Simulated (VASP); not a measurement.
Write the native input for VASP 6.6.1 that does the following.

| Property | Result |
| --- | --- |
| Task | relaxation of cell and atoms |
| Functional | r2SCAN |
| Potentials or basis | VASP PAW PBE potentials, release 64 (Ti_sv, C) |
| Cutoff | 600 eV |
| k mesh | 16 × 16 × 16 |
| Occupations | gaussian, width 0.1 eV |
| Spin | no spin polarisation |
| Dipole correction | no |
| Further INCAR settings | ALGO = Normal; EDIFF = 1e-06; IBRION = 2; EDIFFG = -0.005; NSW = 100; ISIF = 3 |

TiC:

```
Ti C
1.0
     0.00000    2.15930    2.15930
     2.15930    0.00000    2.15930
     2.15930    2.15930    0.00000
Ti C
1 1
Direct
  0.00000 0.00000 0.00000
  0.50000 0.50000 0.50000
```

The input as run:

POSCAR

```
TiC
1.0
    0.0000000000      2.1593000000      2.1593000000
    2.1593000000      0.0000000000      2.1593000000
    2.1593000000      2.1593000000      0.0000000000
Ti C
1 1
Direct
    0.0000000000      0.0000000000      0.0000000000
    0.5000000000      0.5000000000      0.5000000000
```

INCAR.step1

```
SYSTEM = TiC
PREC = Accurate ; ENCUT = 600
ISMEAR = 0 ; SIGMA = 0.1
LREAL = .False. ; LASPH = .True.
NELM = 80 ; GGA = PE
ALGO = Normal ; EDIFF = 1E-4
LWAVE = .True. ; LCHARG = .False.
```

INCAR.step2

```
SYSTEM = TiC
PREC = Accurate ; ENCUT = 600
EDIFF = 1E-6 ; ISMEAR = 0
SIGMA = 0.1 ; LREAL = .False.
LASPH = .True. ; NELM = 80
ALGO = Normal ; ISIF = 3
LWAVE = .False. ; LCHARG = .False.
METAGGA = R2SCAN ; LMIXTAU = .True.
IBRION = 2 ; NSW = 100
EDIFFG = -0.005 ; ISTART = 1
```

KPOINTS

```
regular mesh
0
Gamma
  16 16 16
  0 0 0
```

Potentials or basis: VASP PAW PBE potentials, release 64 (Ti_sv, C).

Run with:

```bash
$ cat potpaw_PBE.64/Ti_sv/POTCAR potpaw_PBE.64/C/POTCAR > POTCAR
$ cp INCAR.step1 INCAR
$ mpirun -np 1 vasp_std > vasp.out
$ cp INCAR.step2 INCAR
$ mpirun -np 1 vasp_std > vasp.out
```

It gave:

| Property | Result |
| --- | --- |
| Relaxed volume | 10.17 Å³/atom |
| Relaxed cell | a = 3.064 Å, b = 3.064 Å, c = 3.064 Å, α = 60.00°, β = 60.00°, γ = 60.00° |
| Space group after relaxing (to 0.1 Å) | Fm-3m (No. 225) |
| Energy gained by relaxing | 0.8 meV/atom |
| Ionic steps | 3 |
| Pressure after relaxing | 0.0 GPa |
| Band gap on the k mesh | zero (bands 8 and 9 overlap by 1.32 eV) |

Caveat: the PAW data sets were made with another functional, which shifts forces and pressure a little.

Run time: 100 s on 1 thread of Intel(R) Xeon(R) 6975P-C (Granite Rapids), on a shared host, peak memory 0.18 GiB.
